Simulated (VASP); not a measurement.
# Pb (P6_3/mmc) in VASP: further runs

The runs below take Pb through single point, with PBEsol.

Everything below comes from runs of VASP 6.6.1. Logs are shortened: lines on timing, memory, paths and dates and some standing lists are left out, and cuts for length are marked.

## 1. The cell of the first run

It takes space group P6_3/mmc (No. 194, hexagonal). Conventional cell: a = 3.389 Å, b = 3.389 Å, c = 5.771 Å, α = 90.00°, β = 90.00°, γ = 120.00°. Pb (site symmetry -6m2) has 12 Pb at 3.39 to 3.49 Å within 4.5 Å.

## 2. Single point, PBEsol

The input, INCAR:

```
SYSTEM = Pb
PREC = Accurate
ENCUT = 520
EDIFF = 1E-6
ISMEAR = -1
SIGMA = 0.05
LREAL = .False.
LASPH = .True.
NELM = 80
ALGO = Normal
ISIF = 2
LWAVE = .False.
LCHARG = .True.
GGA = PS
LELF = .True.
LVHAR = .True.
NBANDS = 21
```

The input, KPOINTS:

```
Automatic mesh
0
Gamma
  9 9 5
  0 0 0
```

The input, POSCAR:

```
Pb
1.0
    3.3894014137      0.0000000000      0.0000000000
   -1.6947007069      2.9353077279      0.0000000000
    0.0000000000      0.0000000000      5.7707100016
Pb
2
Direct
    0.6666666667      0.3333333333      0.7500000000
    0.3333333333      0.6666666667      0.2500000000
```

Potentials or basis: VASP PAW PBE potentials, release 64 (Pb_d).

Launch:

```
$ cat potpaw_PBE.64/Pb_d/POTCAR > POTCAR
$ mpirun -np 1 vasp_std > vasp.out
```

OUTCAR:

```text
SYSTEM = Pb
   PREC = Accurate
   ENCUT = 520
   EDIFF = 1E-6
   ISMEAR = -1
   LREAL = .False.
   LASPH = .True.
   NELM = 80
   ISIF = 2
   GGA = PS

 ion  position               nearest neighbor table
   1  0.667  0.333  0.750-   2 3.49   2 3.49   2 3.49   2 3.49   2 3.49   2 3.49
   2  0.333  0.667  0.250-   1 3.49   1 3.49   1 3.49   1 3.49   1 3.49   1 3.49

  LATTYP: Found a hexagonal cell.
 ALAT       =     3.3894014137
 C/A-ratio  =     1.7025749674

  Lattice vectors:

 A1 = (   3.3894014137,   0.0000000000,   0.0000000000)
 A2 = (  -1.6947007069,   2.9353077279,   0.0000000000)
 A3 = (   0.0000000000,   0.0000000000,   5.7707100016)

Analysis of symmetry for initial positions (statically):
=====================================================================
 Subroutine PRICEL returns:
 Original cell was already a primitive cell.

 Routine SETGRP: Setting up the symmetry group for a
 hexagonal supercell.

 Subroutine GETGRP returns: Found 24 space group operations
 (whereof 12 operations were pure point group operations)
 out of a pool of 24 trial point group operations.

The static configuration has the point symmetry D_3d.
 The point group associated with its full space group is D_6h.

Analysis of symmetry for dynamics (positions and initial velocities):
=====================================================================
 Subroutine PRICEL returns:
 Original cell was already a primitive cell.

 Routine SETGRP: Setting up the symmetry group for a
 hexagonal supercell.

 Subroutine GETGRP returns: Found 24 space group operations
 (whereof 12 operations were pure point group operations)
 out of a pool of 24 trial point group operations.

The dynamic configuration has the point symmetry D_3d.
 The point group associated with its full space group is D_6h.

 Subroutine INISYM returns: Found 24 space group operations
 (whereof 12 operations are pure point group operations),
 and found     1 'primitive' translations

----------------------------------------------------------------------------------------

                                     Primitive cell

  volume of cell :      57.4124

  direct lattice vectors                    reciprocal lattice vectors
     3.389401414  0.000000000  0.000000000     0.295037347  0.170339892  0.000000000
    -1.694700707  2.935307728  0.000000000     0.000000000  0.340679783  0.000000000
     0.000000000  0.000000000  5.770710002     0.000000000  0.000000000  0.173288902

[... 73 lines left out ...]
 SYSTEM =  Pb
   PREC   = accura    normal or accurate (medium, high low for compatibility)
   ISTART =      0    job   : 0-new  1-cont  2-samecut
   ICHARG =      2    charge: 1-file 2-atom 10-const
   ISPIN  =      1    spin polarized calculation?
   LNONCOLLINEAR =      F non collinear calculations
   LSORBIT =      F    spin-orbit coupling
   LASPH  =      T    aspherical Exc in radial PAW
   ENCUT  =  520.0 eV  38.22 Ry    6.18 a.u.   6.30  6.30 10.73*2*pi/ulx,y,z
   NELM   =     80;   NELMIN=  2; NELMDL= -5     # of ELM steps
   EDIFF  = 0.1E-05   stopping-criterion for ELM
   LREAL  =      F    real-space projection
   EDIFFG = 0.1E-04   stopping-criterion for IOM
   NSW    =      0    number of steps for IOM
   IBRION =     -1    ionic relax: 0-MD 1-quasi-New 2-CG
   NFREE  =      0    steps in history (QN), initial steepest desc. (CG)
   ISIF   =      2    stress and relaxation
   ISYM   =      2    0-nonsym 1-usesym 2-fastsym
   POTIM  = 0.5000    time-step for ionic-motion
   TEBEG  =    0.0;   TEEND  =   0.0 temperature during run
   PSTRESS=    0.0 pullay stress
   NELECT =      28.0000    total number of electrons
   NUPDOWN=      -1.0000    fix difference up-down
   EMIN   =  10.00;   EMAX   =-10.00  energy-range for DOS
   EFERMI =   0.00;   METHOD = LEGACY
   ISMEAR =    -1;   SIGMA  =   0.05  broadening in eV -4-tet -1-fermi 0-gaus
   EFERMI_NEDOS =   21; number of points for ismear=-14 and -15
   IALGO  =     38    algorithm
   IMIX   =      4    mixing-type and parameters
     AMIX     =   0.40;   BMIX     =  1.00
     AMIX_MAG =   1.60;   BMIX_MAG =  1.00
  volume/ion in A,a.u.               =      28.71       193.72
  Fermi-wavevector in a.u.,A,eV,Ry     =   1.288622  2.435142 22.593109  1.660547
  Thomas-Fermi vector in A             =   2.420565
   LORBIT       =      0    0 simple, 1 ext, 2 COOP (PROOUT), +10 PAW based schemes
   GGA     = PS    functional components
   LHFCALC =     F    Hartree Fock is set to
   AEXX    =    0.0000 exact exchange contribution
   IVDW    =     0    specifies the selected vdW correction
   LEPSILON=     F    determine dielectric tensor
   LRPA    =     F    only Hartree local field effects (RPA)
 non-spin polarized calculation
  energy-cutoff  :      520.00
  volume of cell :       57.41
 maximum number of plane-waves:      1563
 NGX is ok and might be reduce to    28
   NGX = 13   NGY = 13   NGZ = 21

 number of electron      28.0000002 magnetization

 Free energy of the ion-electron system (eV)
  ---------------------------------------------------
  ext. energy  EPLUGINS =         0.00000000
  ---------------------------------------------------
  free energy    TOTEN  =        -7.96317949 eV

  energy without entropy =       -7.95212162  energy(sigma->0) =       -7.95765055

 E-fermi :   7.5942     XC(G=0): -10.6089

 val. band max:        7.5668327597   @ k =   0.2222   0.1111   0.2000
 cond. band min:       7.6082085369   @ k =   0.3333   0.3333   0.2000
 fundamental gap:      0.0413757772
 Fermi energy:         7.5941969614

 k-point     1 :       0.0000    0.0000    0.0000
  band No.  band energies     occupation
      1      -9.3658      2.00000
      2      -9.3420      2.00000
      3      -9.3095      2.00000
      4      -9.3095      2.00000
      5      -9.2877      2.00000
      6      -9.2877      2.00000
[... 565 lines left out ...]
     20      19.6513      0.00000
     21      19.6514      0.00000

 [... further k-points ...]
[... 5 lines left out ...]
  --------------------------------------------------------------------------------------
  -------------------------------------------------------------------------------------
  Total        0.7000848      0.7000848      0.6890241     -0.0000000     -0.0000000     -0.0000000
  in kB       19.5368860     19.5368860     19.2282199     -0.0000000     -0.0000000     -0.0000000
  external PRESSURE =      19.4339973 kB  Pullay stress =       0.0000000 kB

 VOLUME and BASIS-vectors are now :
 -----------------------------------------------------------------------------
  energy-cutoff  :      520.00
  volume of cell :       57.41
      direct lattice vectors                 reciprocal lattice vectors
     3.389401414  0.000000000  0.000000000     0.295037347  0.170339892  0.000000000
    -1.694700707  2.935307728  0.000000000     0.000000000  0.340679783  0.000000000
     0.000000000  0.000000000  5.770710002     0.000000000  0.000000000  0.173288902

 POSITION                                       TOTAL-FORCE (eV/Angst)
 -----------------------------------------------------------------------------------
      1.69470      0.97844      4.32803         0.000000      0.000000      0.000000
     -0.00000      1.95687      1.44268        -0.000000     -0.000000      0.000000
 -----------------------------------------------------------------------------------
    total drift:                               -0.000000      0.000000     -0.000000

  FREE ENERGIE OF THE ION-ELECTRON SYSTEM (eV)
  ---------------------------------------------------
  free  energy   TOTEN  =        -7.9631794877 eV

  energy  without entropy=       -7.9521216218  energy(sigma->0) =       -7.95765055
```

stdout:

```text
POSCAR found type information on POSCAR Pb
 POSCAR found :  1 types and       2 ions
 scaLAPACK will be used
 -----------------------------------------------------------------------------
|                                                                             |
|                                                                             |
|     You enforced a specific xc type in the INCAR file but a different       |
|     I HOPE YOU KNOW WHAT YOU ARE DOING!                                     |
|                                                                             |
 -----------------------------------------------------------------------------

 LDA part: xc-table for (Slater+PW92), standard interpolation
 POSCAR, INCAR and KPOINTS ok, starting setup
 FFT: planning ... GRIDC
 FFT: planning ... GRID_SOFT
 FFT: planning ... GRID
 WAVECAR not read
 entering main loop
```

It took 21 s on 1 thread of AMD EPYC 9R45 (Zen 5), shared host; peak memory 0.17 GiB.

What came out:

- Free energy: -7.9632 eV
- Pressure: 1.9 GPa
- Band gap on the k mesh: zero (band 14 reaches 14.11 eV, above the bottom of band 15 at 5.66 eV)

Caveat: the PAW data sets were made with another functional, which shifts forces and pressure a little; spin-orbit coupling is left out, which moves the levels of the heavy elements.

## 3. Single point, PBEsol

This run uses another cell than the first one, of 29.81 Å³/atom, 1.039 times its volume.

The input, INCAR:

```
SYSTEM = Pb
PREC = Accurate
ENCUT = 520
EDIFF = 1E-6
ISMEAR = -1
SIGMA = 0.05
LREAL = .FALSE.
LASPH = .TRUE.
NELM = 60
ALGO = Normal
ISIF = 2
LWAVE = .FALSE.
LCHARG = .TRUE.
GGA = PS
LELF = .TRUE.
LVHAR = .TRUE.
NBANDS = 21
```

The input, KPOINTS:

```
Automatic mesh
0
G
  9 9 5
  0 0 0
```

The input, POSCAR:

```
Pb
1.0
    3.4316040830      0.0000000000      0.0000000000
   -1.7158020415      2.9718563116      0.0000000000
    0.0000000000      0.0000000000      5.8466707855
Pb
2
Direct
    0.6666666667      0.3333333333      0.7500000000
    0.3333333333      0.6666666667      0.2500000000
```

Potentials or basis: VASP PAW PBE potentials, release 64 (Pb_d).

Launch:

```
$ cat potpaw_PBE.64/Pb_d/POTCAR > POTCAR
$ mpirun -np 1 vasp_std > vasp.out
```

It took 22 s on 1 thread of AMD EPYC 9R45 (Zen 5), shared host; peak memory 0.17 GiB.

Results (log left out):

* Free energy: -7.9768 eV
* Pressure: -0.1 GPa
* Band gap on the k mesh: zero (band 14 reaches 13.44 eV, above the bottom of band 15 at 5.32 eV)

Levels at points of the mesh, in eV from the Fermi level:
| k point | band 12 | band 13 | band 14 | band 15 | band 16 | band 17 |
| --- | --- | --- | --- | --- | --- | --- |
| (0.00, 0.00, 0.00) | -8.42 | -4.27 | 6.26 | 6.26 | 6.95 | 7.94 |

Caveat: the PAW data sets were made with another functional, which shifts forces and pressure a little; spin-orbit coupling is left out, which moves the levels of the heavy elements.
